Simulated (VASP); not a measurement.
The system is Ge.

```
Ge
1.0
    -2.57449    2.57449    1.39741
     2.57449   -2.57449    1.39741
     2.57449    2.57449   -1.39741
Ge
2
Direct
  0.50000 0.50000 0.00000
  0.25000 0.75000 0.50000
```

- Program: VASP 6.6.1
- Task: relaxation of cell and atoms
- Functional: BLYP
- Dispersion: D3(BJ)
- Potentials or basis: VASP PAW PBE potentials, release 64 (Ge_d)
- Cutoff: 600 eV
- k mesh: 11 × 11 × 11
- Occupations: fermi-dirac, width 0.05 eV
- Spin: no spin polarisation

At the start: pressure 2.7 GPa; volume 18.52 Å³/atom.

**Question.** Where does the relaxation end?

**Answer.** Over 3 steps the energy falls by 5.9 meV/atom and the volume is 19.24 Å³/atom (+3.8 %); space group I4_1/amd (No. 141, to 0.1 Å) before and after.

The path:
```csv
step,energy change (eV),largest force (eV/Å),pressure (GPa),volume (Å³)
1,0.0000,0.0000,2.70,37.05
2,-0.0113,0.0000,-0.48,38.75
3,-0.0117,0.0000,-0.05,38.47
```

Final structure:
```
CELL_PARAMETERS angstrom
-2.60776 2.60776 1.41429
2.60776 -2.60776 1.41429
2.60776 2.60776 -1.41429
ATOMIC_POSITIONS crystal
Ge 0.50000 0.50000 0.00000
Ge 0.25000 0.75000 0.50000
```

Caveat: the PAW data sets were made with another functional, which shifts forces and pressure a little.
